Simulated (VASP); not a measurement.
A run of VASP 6.6.1 is set up as follows.

The input POSCAR:

```
Al
1.0
    4.5031504287      0.0000028591      0.0000000000
   -2.2515776904      3.8998412388      0.0000000000
    0.0000000000      0.0000000000      2.7143628652
Al
2
Direct
    0.3333333333      0.6666666667      0.5000000000
    0.6666666667      0.3333333333      0.5000000000
```

INCAR.step1

```
PREC = Accurate
ENCUT = 520
ISMEAR = -1
SIGMA = 0.05
LREAL = F
LASPH = T
NELM = 80
NBANDS = 10
GGA = PE
ALGO = Normal
EDIFF = 1E-4
LWAVE = T
LCHARG = F
```

INCAR.step2

```
PREC = Accurate
ENCUT = 520
EDIFF = 1E-6
ISMEAR = -1
SIGMA = 0.05
LREAL = F
LASPH = T
NELM = 80
ALGO = Normal
ISIF = 2
LWAVE = F
LCHARG = F
METAGGA = R2SCAN
LMIXTAU = T
IVDW = 12
VDW_S6 = 1.0
VDW_S8 = 0.78981345
VDW_A1 = 0.49484001
VDW_A2 = 5.73083694
NBANDS = 10
ISTART = 1
```

File KPOINTS:

```
regular mesh
0
Gamma
  7 7 10
```

Potentials or basis: VASP PAW PBE potentials, release 64 (Al).

Run with:

```bash
$ cat potpaw_PBE.64/Al/POTCAR > POTCAR
$ cp INCAR.step1 INCAR
$ mpirun -np 1 vasp_std > vasp.out
$ cp INCAR.step2 INCAR
$ mpirun -np 1 vasp_std > vasp.out
```

**Question.** What does it give for the dispersion energy per atom?

**Answer.** -0.110 eV.

**Question.** What does it give for the band gap on the k mesh?

**Answer.** Zero (band 3 reaches 6.79 eV, above the bottom of band 4 at 3.03 eV).

**Question.** What does it give for the pressure?

**Answer.** -0.2 GPa.

Caveat: the PAW data sets were made with another functional, which shifts forces and pressure a little; pairwise dispersion overbinds metals, which lowers pressure and volume.
